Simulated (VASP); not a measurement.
Runs of VASP 6.6.1 on Si. The structure is that of space group P6_3/mmc (No. 194), or close to it. The cells are those of the table. This isn't the form of Si at room conditions, which is diamond.

```csv
level,cell,k mesh,grid for exact exchange (PRECFOCK),share of exact exchange,screening parameter,gap on the mesh (eV),pressure (GPa)
HSE06,"a = 2.701, b = 2.701, c = 4.554 Å, angles 90.0, 90.0, 120.0°, 2 atoms",7 × 7 × 4,Normal,0.25,0.2079 1/Å,none,(a)
PBE,"a = 2.737, b = 2.737, c = 4.613 Å, angles 90.0, 90.0, 120.0°, 2 atoms",22 × 22 × 11,-,-,-,none,-3.2
PBE,"a = 2.701, b = 2.701, c = 4.554 Å, angles 90.0, 90.0, 120.0°, 2 atoms",13 × 13 × 7,-,-,-,none,-0.1
PBE,"a = 2.589, b = 2.589, c = 4.364 Å, angles 90.0, 90.0, 120.0°, 2 atoms",22 × 22 × 11,-,-,-,none,(b)
PBE,"a = 2.701, b = 2.701, c = 4.554 Å, angles 90.0, 90.0, 120.0°, 2 atoms",7 × 7 × 4,-,-,-,none,0.2
```

Alike in all rows: task single point; potentials or basis VASP PAW PBE potentials, release 64 (Si); no spin polarisation; cutoff (eV) 520; smearing fermi-dirac 0.1 eV.

**Question.** Fill in the values left out.

**Answer.** (a) -1.7; (b) 14.2.

Caveats: some runs use coarse meshes; the PAW data sets were made with another functional, which shifts forces and pressure a little (at least some runs); the cell stands under tension (at least some runs); the cell stands under pressure (at least some runs).

A gap of «none» marks levels without a gap at the run's occupations.
